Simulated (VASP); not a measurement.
Here is a VASP 6.6.1 calculation.

Contents of POSCAR:

```
CdS
1.0
    0.0000000000      2.7267765454      2.8085798417
    2.7267765454      0.0000000000      2.8085798417
    2.7267765454      2.7267765454      0.0000000000
Cd S
1 1
Direct
    0.0000000000      0.0000000000      0.0000000000
    0.5000000000      0.5000000000      0.5000000000
```

File INCAR.step1:

```
SYSTEM = CdS
PREC = Accurate
ENCUT = 600
ISMEAR = -1
SIGMA = 0.02
LREAL = .FALSE.
LASPH = .TRUE.
NELM = 120
NBANDS = 20
GGA = PE
ALGO = Normal
EDIFF = 1E-5
LWAVE = .TRUE.
LCHARG = .FALSE.
GGA_COMPAT = .FALSE.
```

Contents of INCAR.step2:

```
SYSTEM = CdS
PREC = Accurate
ENCUT = 600
EDIFF = 1E-6
ISMEAR = -1
SIGMA = 0.02
LREAL = .FALSE.
LASPH = .TRUE.
NELM = 120
ALGO = Normal
ISIF = 2
LWAVE = .FALSE.
LCHARG = .TRUE.
METAGGA = R2SCAN
LMIXTAU = .TRUE.
LELF = .TRUE.
LVHAR = .TRUE.
NBANDS = 20
ISTART = 1
GGA_COMPAT = .FALSE.
```

The input KPOINTS:

```
Automatic mesh
0
G
  8 8 8
  0 0 0
```

Potentials or basis: VASP PAW PBE potentials, release 64 (Cd_sv_GW, S).

Command:

```console
$ cat potpaw_PBE.64/Cd_sv_GW/POTCAR potpaw_PBE.64/S/POTCAR > POTCAR
$ cp INCAR.step1 INCAR
$ mpirun -np 1 vasp_std > vasp.out
$ cp INCAR.step2 INCAR
$ mpirun -np 1 vasp_std > vasp.out
```

Question: Estimate the band gap on the k mesh.

Answer: 0.63 eV (least direct gap 2.08 eV).

Question: What does it give for the pressure?

Answer: -2.6 GPa.

Stress tensor (GPa, compression positive):
```
-2.01  0.00  0.00
 0.00 -2.01  0.00
 0.00  0.00 -3.86
```

Caveat: the cell differs from its parent crystal (uniaxial z strain +3.0%); the PAW data sets were made with another functional, which shifts forces and pressure a little. A k mesh can miss the band edges.
